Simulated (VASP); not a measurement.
Write the native input for VASP 6.6.1 that does the following.

| Quantity | Value |
| --- | --- |
| Task | single point |
| Functional | PBEsol |
| Potentials or basis | VASP PAW PBE potentials, release 64 (Pb_d, Cs_sv, Cl) |
| Cutoff | 520 eV |
| k mesh | 5 × 5 × 5 |
| Occupations | fermi-dirac, width 0.05 eV |
| Spin | no spin polarisation |
| Dipole correction | no |
| Further INCAR settings | ALGO = Normal; EDIFF = 1e-06; NBANDS = 30 |

The structure of CsPbCl3 lies in POSCAR:

```
CsPbCl3
1.0
    5.6050000000      0.0000000000      0.0000000000
    0.0000000000      5.6050000000      0.0000000000
    0.0000000000      0.0000000000      5.6050000000
Pb Cs Cl
1 1 3
Direct
    0.5000000000      0.5000000000      0.5000000000
    0.0000000000      0.0000000000      0.0000000000
    0.5000000000      0.0000000000      0.5000000000
    0.0000000000      0.5000000000      0.5000000000
    0.5000000000      0.5000000000      0.0000000000
```

These files were run (other wordings do the same):

INCAR

```
SYSTEM = CsPbCl3
PREC = Accurate
ENCUT = 520
EDIFF = 1E-6
ISMEAR = -1
SIGMA = 0.05
LREAL = .FALSE.
LASPH = .TRUE.
NELM = 60
ALGO = Normal
ISIF = 2
LWAVE = .FALSE.
LCHARG = .FALSE.
GGA = PS
NBANDS = 30
```

KPOINTS

```
regular mesh
0
G
  5 5 5
  0 0 0
```

Potentials or basis: VASP PAW PBE potentials, release 64 (Pb_d, Cs_sv, Cl).

Run with:

```console
$ cat potpaw_PBE.64/Pb_d/POTCAR potpaw_PBE.64/Cs_sv/POTCAR potpaw_PBE.64/Cl/POTCAR > POTCAR
$ mpirun -np 1 vasp_std > vasp.out
```

Results of the run:

```json
{"Pressure": "0.1 GPa", "Band gap on the k mesh": "2.86 eV, direct"}
```

Caveat: the PAW data sets were made with another functional, which shifts forces and pressure a little; spin-orbit coupling is left out, which moves the levels of the heavy elements.

Wall time 54 s on 1 thread of Intel(R) Xeon(R) Platinum 8375C CPU @ 2.90GHz (Ice Lake), on a shared host, peak memory 0.28 GiB.
